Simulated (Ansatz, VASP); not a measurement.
**C in VASP and in Ansatz**

```
C
1.0
     2.45617    0.00000    0.00000
    -1.22809    2.12711    0.00000
     0.00000    0.00000    8.52380
C
2
Direct
  0.24251 0.60018 0.98827
  0.66667 0.33333 0.00000
```

Alike in both runs: task single point; functional LDA; k mesh 24 × 24 × 6; occupations gaussian, width 0.15 eV; no spin polarisation.

|  | VASP | Ansatz |
| --- | --- | --- |
| version | VASP 6.6.1 | Ansatz 0.2.0 |
| potentials or method | VASP PAW LDA potentials, release 64 (C), cutoff 520 eV | scalar-relativistic, plane waves, PAW |
| valence electrons in the cell | 8 | 8 |

Ansatz gave:

* gap on the k mesh at the Fermi level (eV): none
* rms of the force components (eV/Å): 7.252

What did VASP give for the same quantities?

gap on the k mesh at the Fermi level (eV): none; rms of the force components (eV/Å): 7.262.

LDA's correlation is that of Perdew and Zunger in VASP and of Perdew and Wang (1992) in Ansatz. Atom by atom the forces differ by 0.012 eV/Å (rms over components). A gap of «none» marks a metal or a gap that the smearing closes.
